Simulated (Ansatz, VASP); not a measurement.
Two plane-wave programs on Zr

Contents of INCAR:

```
PREC = Accurate ; ENCUT = 520
EDIFF = 1E-7 ; ISMEAR = 0
SIGMA = 0.15 ; LREAL = F
LASPH = T ; NELM = 60
ALGO = Fast ; ISIF = 2
LWAVE = F ; LCHARG = T
GGA = PS ; LELF = T
LVHAR = T ; NBANDS = 12
```

Contents of KPOINTS:

```
Automatic mesh
0
Gamma
  18 18 18
```

POSCAR

```
Zr
1.0
    0.0000000000      2.3452000000      2.2550000000
    2.3452000000      0.0000000000      2.2550000000
    2.3452000000      2.3452000000      0.0000000000
Zr
1
Direct
    0.0000000000      0.0000000000      0.0000000000
```

Input for Ansatz:

```yaml
crystal:
  lattice:
    - [0.0, 2.3452, 2.255]
    - [2.3452, 0.0, 2.255]
    - [2.3452, 2.3452, 0.0]
  atoms:
    - { symbol: Zr, position: [0.0, 0.0, 0.0] }
basis:
  ecutwfc: 420
kpoints:
  mp_grid: { grid: [18, 18, 18] }
hamiltonian:
  xc: pbesol
scf:
  occupations: { method: gaussian, width: 0.15 }
output:
  forces: true
  stress: true
  eigenvalues: true
```

Change from the starting cell: strain +0.040 along x and y, +0.000 along z, atoms carried along.

Alike in both runs: task single point; functional PBEsol; k mesh 18 × 18 × 18; occupations gaussian, width 0.15 eV; no spin polarisation.

```csv
,VASP,Ansatz
version,VASP 6.6.1,Ansatz 0.2.0
potentials or method,"VASP PAW PBE potentials, release 64 (Zr_sv), cutoff 520 eV","scalar-relativistic, plane waves, PAW"
valence electrons in the cell,12,12
```

|  | VASP | Ansatz | Ansatz less VASP |
| --- | --- | --- | --- |
| gap on the k mesh at the Fermi level (eV) | none | none | - |
| pressure (GPa) | -8.7 | -8.8 | -0.04 |
| traceless stress, the component that is largest in VASP (GPa) | 0.83 | 0.83 | -0.003 |

VASP's potentials were made for PBE, not for PBEsol. A gap of «none» marks a metal or a gap that the smearing closes. The functional is the same, so the differences come from potentials, cutoffs and numerics.
